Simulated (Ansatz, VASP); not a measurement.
Two plane-wave programs on ZnO

File INCAR:

```
PREC = Accurate
ENCUT = 520
EDIFF = 1E-6
ISMEAR = 0
SIGMA = 0.01
LREAL = F
LASPH = T
NELM = 60
ALGO = Normal
ISIF = 2
LWAVE = F
LCHARG = F
GGA = PE
IBRION = 2
NSW = 80
EDIFFG = -5E-4
```

File KPOINTS:

```
regular mesh
0
Gamma
  8 8 5
```

The input POSCAR:

```
ZnO
1.0
    3.2423803862      0.0000000000      0.0000000000
   -1.6211901931      2.8079837832      0.0000000000
    0.0000000000      0.0000000000      5.2400634088
Zn O
2 2
Direct
    0.3333333333      0.6666666667      0.0004774139
    0.6666666667      0.3333333333      0.5004774139
    0.3333333333      0.6666666667      0.3816225861
    0.6666666667      0.3333333333      0.8816225861
```

Input for Ansatz:

```yaml
crystal:
  lattice:
    - [3.2423803862, 0.0, 0.0]
    - [-1.6211901931, 2.8079837832, 0.0]
    - [0.0, 0.0, 5.2400634088]
  atoms:
    - { symbol: Zn, position: [0.3333333333, 0.6666666667, 0.0004774139] }
    - { symbol: Zn, position: [0.6666666667, 0.3333333333, 0.5004774139] }
    - { symbol: O, position: [0.3333333333, 0.6666666667, 0.3816225861] }
    - { symbol: O, position: [0.6666666667, 0.3333333333, 0.8816225861] }
scf:
  occupations: { method: fixed }
output:
  forces: true
  stress: true
  eigenvalues: true
  write_density: true
  write_potential: true
  elf: true
  volumetric_format: npy
kpoints:
  mp_grid: { grid: [8, 8, 5] }
relax:
  f_tol: 0.0005
  max_steps: 60
```

Alike in both runs: task relaxation of the atoms; functional PBE; k mesh 8 × 8 × 5; no spin polarisation.

|  | VASP | Ansatz |
| --- | --- | --- |
| version | VASP 6.6.1 | Ansatz 0.2.0 |
| potentials or method | VASP PAW PBE potentials, release 64 (Zn, O) | scalar-relativistic, plane waves, PAW |
| plane-wave cutoff (eV) | 520 | 420 |
| occupations | gaussian, width 0.01 eV | fixed |
| valence electrons in the cell | 36 | 36 |

```tsv
	VASP	Ansatz	Ansatz less VASP
gap on the k mesh at the Fermi level, each at its own relaxed structure (eV)	0.77	0.79	+0.015
```
